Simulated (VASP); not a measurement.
Wanted: the native input for a VASP 6.6.1 run.

| Item | Value |
| --- | --- |
| Task | single point |
| Functional | PBEsol |
| Potentials or basis | VASP PAW PBE potentials, release 64 (C) |
| Cutoff | 520 eV |
| k mesh | 23 × 23 × 6 |
| Occupations | fermi-dirac, width 0.1 eV |
| Spin | no spin polarisation |
| Dipole correction | no |
| Further INCAR settings | ALGO = Normal; EDIFF = 1e-06; NBANDS = 11 |

The structure of C lies in POSCAR:

```
C
1.0
    1.7748996204      0.0000000000      0.0000000000
   -0.8874498102      1.5371081605      0.0000000000
    0.0000000000      0.0000000000      7.0173571773
C
2
Direct
    0.3333333333      0.6666666667      0.2500000000
    0.6666666667      0.3333333333      0.7500000000
```

These files were run (other wordings do the same):

INCAR

```
PREC = Accurate
ENCUT = 520
EDIFF = 1E-6
ISMEAR = -1
SIGMA = 0.1
LREAL = False
LASPH = True
NELM = 80
ALGO = Normal
ISIF = 2
LWAVE = False
LCHARG = False
GGA = PS
NBANDS = 11
```

KPOINTS

```
Automatic mesh
0
Gamma
  23 23 6
```

Potentials or basis: VASP PAW PBE potentials, release 64 (C).

The run is started by

```bash
$ cat potpaw_PBE.64/C/POTCAR > POTCAR
$ mpirun -np 1 vasp_std > vasp.out
```

Results of the run:

```
Pressure               : -10.4 GPa
Band gap on the k mesh : zero (bands 4 and 5 overlap by 1.11 eV)
```

Caveat: the cell stands under tension; the PAW data sets were made with another functional, which shifts forces and pressure a little; this functional lacks dispersion, which binds the layers, so the pressure and a relaxed spacing across them are unreliable.

Run time: 18 s on 1 thread of Intel(R) Xeon(R) Platinum 8559C (Emerald Rapids), on a shared host, peak memory 0.15 GiB.
